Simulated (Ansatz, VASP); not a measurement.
# One calculation of Ga4O, two programs

INCAR

```
PREC = Accurate
ENCUT = 600
EDIFF = 1E-6
ISMEAR = 0
SIGMA = 0.1
LREAL = F
LASPH = T
NELM = 80
ALGO = Normal
ISIF = 3
LWAVE = F
LCHARG = F
GGA = PE
IBRION = 2
NSW = 90
EDIFFG = -0.04
```

The input KPOINTS:

```
Automatic mesh
0
Gamma
  6 6 4
```

File POSCAR:

```
Ga4O
1.0
    4.8423894900      0.0000000000      0.0000000000
   -2.4211947400      4.1936323100      0.0000000000
    0.0000000000      0.0000000000      4.6844210600
Ga O
4 1
Direct
    0.1962204400      0.8037795600      0.5000000000
    0.1962204400      0.3924408700      0.5000000000
    0.6075591300      0.8037795600      0.5000000000
    0.6666666700      0.3333333300      0.5000000000
    0.3333333300      0.6666666700      0.0000000000
```

Input for Ansatz:

```yaml
crystal:
  lattice:
    - [4.84238949, 0.0, 0.0]
    - [-2.42119474, 4.19363231, 0.0]
    - [0.0, 0.0, 4.68442106]
  atoms:
    - { symbol: Ga, position: [0.19622044, 0.80377956, 0.5] }
    - { symbol: Ga, position: [0.19622044, 0.39244087, 0.5] }
    - { symbol: Ga, position: [0.60755913, 0.80377956, 0.5] }
    - { symbol: Ga, position: [0.66666667, 0.33333333, 0.5] }
    - { symbol: O, position: [0.33333333, 0.66666667, 0.0] }
basis:
  ecutwfc: 420
kpoints:
  mp_grid: { grid: [6, 6, 4] }
hamiltonian:
  xc: pbe
scf:
  occupations: { method: gaussian, width: 0.1 }
  lower_state_search: "off"
output:
  forces: true
  stress: true
  eigenvalues: true
relax:
  adjacent_minimum: "off"
  f_tol: 0.04
  max_steps: 70
  cell: { stress_tol: 0.4 }
```

Alike in both runs: task relaxation of cell and atoms; functional PBE; k mesh 6 × 6 × 4; occupations gaussian, width 0.1 eV; no spin polarisation.

```csv
,VASP,Ansatz
version,VASP 6.6.1,Ansatz 0.2.0
potentials or method,"VASP PAW PBE potentials, release 64 (Ga_d, O), cutoff 600 eV","scalar-relativistic, plane waves, PAW"
valence electrons in the cell,58,58
```

|  | VASP | Ansatz | Ansatz less VASP |
| --- | --- | --- | --- |
| gap on the k mesh at the Fermi level, each at its own relaxed structure (eV) | none | none | - |
| relaxed volume (Å³/atom) | 17.20 | 17.36 | +0.155 |
| relaxed cell length with the largest relative difference (Å) | 5.972 | 6.005 | +0.0334 |

A gap of «none» marks a metal or a gap that the smearing closes.
